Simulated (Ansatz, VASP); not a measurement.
Given: the input of a run of VASP 6.6.1 on InP.

The input INCAR:

```
SYSTEM = InP
PREC = Accurate
ENCUT = 520
EDIFF = 1E-6
ISMEAR = 0
SIGMA = 0.024
LREAL = .False.
LASPH = .True.
NELM = 60
ALGO = Normal
ISIF = 2
LWAVE = .False.
LCHARG = .False.
GGA = PE
NBANDS = 16
```

Contents of KPOINTS:

```
regular mesh
0
Gamma
  8 8 8
  0 0 0
```

File POSCAR:

```
InP
1.0
    0.0000000000      2.9305000000      2.9305000000
    2.9305000000      0.0000000000      2.9305000000
    2.9305000000      2.9305000000      0.0000000000
In P
1 1
Direct
    0.0000000000      0.0000000000      0.0000000000
    0.7500000000      0.7500000000      0.7500000000
```

Potentials or basis: VASP PAW PBE potentials, release 64 (In_d, P).

Launch:

```console
$ cat potpaw_PBE.64/In_d/POTCAR potpaw_PBE.64/P/POTCAR > POTCAR
$ mpirun -np 1 vasp_std > vasp.out
```

Problem. Set up the same calculation for Ansatz 0.2.0. Potentials there: all-electron LAPW, scalar-relativistic.

Solution. As run (the cutoff follows the program's own potentials):

The input input.yaml:

```yaml
crystal:
  lattice:
    - [0.0, 2.9305, 2.9305]
    - [2.9305, 0.0, 2.9305]
    - [2.9305, 2.9305, 0.0]
  atoms:
    - { symbol: In, position: [0.0, 0.0, 0.0] }
    - { symbol: P, position: [0.75, 0.75, 0.75] }
kpoints:
  mp_grid: { grid: [8, 8, 8] }
scf:
  occupations: { method: gaussian, width: 0.024 }
hamiltonian:
  xc: pbe
  pseudopotentials: { kind: all_electron, lapw: { basis_error: 0.001 } }
output:
  forces: true
  stress: true
  eigenvalues: true
```

Potentials or basis: all-electron LAPW, scalar-relativistic.

Launch:

```bash
$ ansatz run input.yaml --threads 1 --pin off --max-ram 3072MiB --backend cpu --events-out ev --progress --plain --runs-dir out
```

Both were run:

|  | VASP | Ansatz | Ansatz less VASP |
| --- | --- | --- | --- |
| gap on the k mesh at the Fermi level (eV) | 0.71 | 0.71 | +0.002 |
| least direct gap on the mesh (eV) | 0.71 | 0.71 | +0.002 |
| pressure (GPa) | 3.3 | 3.3 | +0.06 |

Ansatz ran all-electron here, and VASP with PAW potentials.
